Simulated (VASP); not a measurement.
Input of a VASP 6.6.1 run:

Contents of INCAR:

```
SYSTEM = Cu
  ALGO = Fast
  EDIFF = 1E-6
  ENCUT = 520
  GGA = PS
  ISIF = 2
  ISMEAR = 0
  LASPH = .True.
  LCHARG = .False.
  LREAL = .False.
  LWAVE = .False.
  NBANDS = 12
  NELM = 100
  PREC = Accurate
  SIGMA = 0.15
```

Contents of KPOINTS:

```
k-points
0
Gamma
  32 32 32
  0 0 0
```

The input POSCAR:

```
Cu
1.0
    0.0000000000      1.6324882053      2.1222346668
    1.6324882053      0.0000000000      2.1222346668
    1.6324882053      1.6324882053      0.0000000000
Cu
1
Direct
    0.0000000000      0.0000000000      0.0000000000
```

Potentials or basis: VASP PAW PBE potentials, release 64 (Cu).

Command:

```bash
$ cat potpaw_PBE.64/Cu/POTCAR > POTCAR
$ mpirun -np 1 vasp_std > vasp.out
```

**Question.** Predict the pressure.

**Answer.** 6.7 GPa.

**Question.** Predict the band gap on the k mesh.

**Answer.** Zero (an odd number of electrons rules out a gap without spin polarisation).

Stress tensor (GPa, compression positive):
```
 18.30   0.00   0.00
  0.00  18.30   0.00
  0.00   0.00 -16.60
```

Caveat: the stress differs along the axes, from -17 to 18 GPa; the PAW data sets were made with another functional, which shifts forces and pressure a little.
